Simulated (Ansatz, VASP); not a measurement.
One calculation of Eu, two programs

File INCAR:

```
SYSTEM = Eu
PREC     = Accurate       ! precision mode
ENCUT    = 520            ! plane-wave cutoff, eV
EDIFF    = 1E-6           ! SCF threshold, eV
ISMEAR   = -1             ! smearing method
SIGMA    = 0.05           ! smearing width, eV
LREAL    = .False.        ! projectors in reciprocal space
LASPH    = .True.         ! aspherical terms in the spheres
NELM     = 150            ! most SCF steps
ALGO     = Normal         ! electronic algorithm
ISIF     = 2              ! what is computed and relaxed
LWAVE    = .False.        ! write WAVECAR
LCHARG   = .False.        ! write CHGCAR
ISPIN    = 2              ! spin polarisation
MAGMOM   = 14             ! initial moments
LORBIT   = 11             ! projections on sites
NUPDOWN  = 14.0           ! fixed moment
LMAXMIX  = 6              ! l up to which the mixer works
GGA      = PE             ! functional
NBANDS   = 18             ! bands
```

File KPOINTS:

```
Automatic mesh
0
Gamma
  7 7 7
  0 0 0
```

POSCAR

```
Eu
1.0
    0.0000000000      2.7893026914      2.7893026914
    2.7893026914      0.0000000000      2.7893026914
    2.7893026914      2.7893026914      0.0000000000
Eu
1
Direct
    0.0000000000      0.0000000000      0.0000000000
```

input.yaml

```yaml
crystal:
  lattice:
    - [0.0, 2.7893026914, 2.7893026914]
    - [2.7893026914, 0.0, 2.7893026914]
    - [2.7893026914, 2.7893026914, 0.0]
  atoms:
    - { symbol: Eu, position: [0.0, 0.0, 0.0], spin: 14.0 }
hamiltonian:
  xc: pbe
  pseudopotentials: { kind: paw }
magnetization:
  spin_polarized: true
  initial_magnetization: 14.0
  spin_locking: { lock_magnetization: hard }
kpoints:
  mp_grid: { grid: [7, 7, 7] }
scf:
  occupations: { method: fermi_dirac, width: 0.05 }
  lower_state_search: "off"
output:
  forces: true
  stress: true
  eigenvalues: true
```

Alike in both runs: task single point; functional PBE; k mesh 7 × 7 × 7; occupations fermi-dirac, width 0.05 eV; collinear spin; fixed moment 14 μB.

|  | VASP | Ansatz |
| --- | --- | --- |
| version | VASP 6.6.1 | Ansatz 0.2.0 |
| potentials or method | VASP PAW PBE potentials, release 64 (Eu) | Ansatz PAW |
| plane-wave cutoff (eV) | 520 | 420 |
| valence electrons in the cell | 17 | 17 |

|  | VASP | Ansatz | Ansatz less VASP |
| --- | --- | --- | --- |
| pressure (GPa) | -3.9 | -3.8 | +0.10 |
| net moment per atom (μB) | 14.00 | 14.00 | 0.000 |
| size of the moment on the site where the two differ most (μB) | 11.38 | 12.77 | +1.387 |

Site moments also hang on the region over which each program counts them.

Neither program's run includes spin-orbit coupling.
